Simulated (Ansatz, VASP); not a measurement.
AlNi: VASP beside Ansatz

The input INCAR:

```
SYSTEM = AlNi
PREC = Accurate
ENCUT = 520
EDIFF = 1E-6
ISMEAR = 0
SIGMA = 0.15
LREAL = .False.
LASPH = .True.
NELM = 80
ALGO = Fast
ISIF = 2
LWAVE = .False.
LCHARG = .False.
GGA = PS
NBANDS = 14
```

Contents of KPOINTS:

```
regular mesh
0
Gamma
  16 16 16
  0 0 0
```

POSCAR

```
AlNi
1.0
    1.9538327071     -1.9537807868      0.0000000000
    1.9538327071      1.9537807868      0.0000000000
    0.0000000000      0.0000000000      3.0984000000
Al Ni
1 1
Direct
    0.0000000000      0.0000000000      0.0000000000
    0.5000000000      0.5000000000      0.5000000000
```

Input for Ansatz:

```yaml
crystal:
  lattice:
    - [1.9538327071, -1.9537807868, 0.0]
    - [1.9538327071, 1.9537807868, 0.0]
    - [0.0, 0.0, 3.0984]
  atoms:
    - { symbol: Al, position: [0.0, 0.0, 0.0] }
    - { symbol: Ni, position: [0.5, 0.5, 0.5] }
basis:
  ecutwfc: 520.0
kpoints:
  mp_grid: { grid: [16, 16, 16] }
hamiltonian:
  xc: pbesol
  pseudopotentials: { kind: paw, azcp: { folder: soft_1 } }
scf:
  occupations: { method: gaussian, width: 0.15 }
output:
  forces: true
  stress: true
  eigenvalues: true
```

Alike in both runs: task single point; functional PBEsol; k mesh 16 × 16 × 16; occupations gaussian, width 0.15 eV; no spin polarisation.

```csv
,VASP,Ansatz
version,VASP 6.6.1,Ansatz 0.2.0
potentials or method,"VASP PAW PBE potentials, release 64 (Al, Ni), cutoff 520 eV","scalar-relativistic, plane waves, PAW"
valence electrons in the cell,13,21
```

Ansatz gave:

- gap on the k mesh at the Fermi level (eV): none
- pressure (GPa): -1.0
- traceless stress, the component that is largest in VASP (GPa): -3.90

Question: What did VASP give for the same quantities?

Answer: gap on the k mesh at the Fermi level (eV): none; pressure (GPa): -0.8; traceless stress, the component that is largest in VASP (GPa): -4.03.

VASP's potentials were made for PBE, not for PBEsol, and Ansatz warns of the same on its side. A gap of «none» marks a metal or a gap that the smearing closes. With one functional, cell and mesh, what is left measures potentials, basis and numerics. VASP's potentials hold 13 valence electrons a cell and Ansatz's 21, so a difference there can come from the potentials and not from the codes. Ansatz's warnings: near symmetry operations not taken.
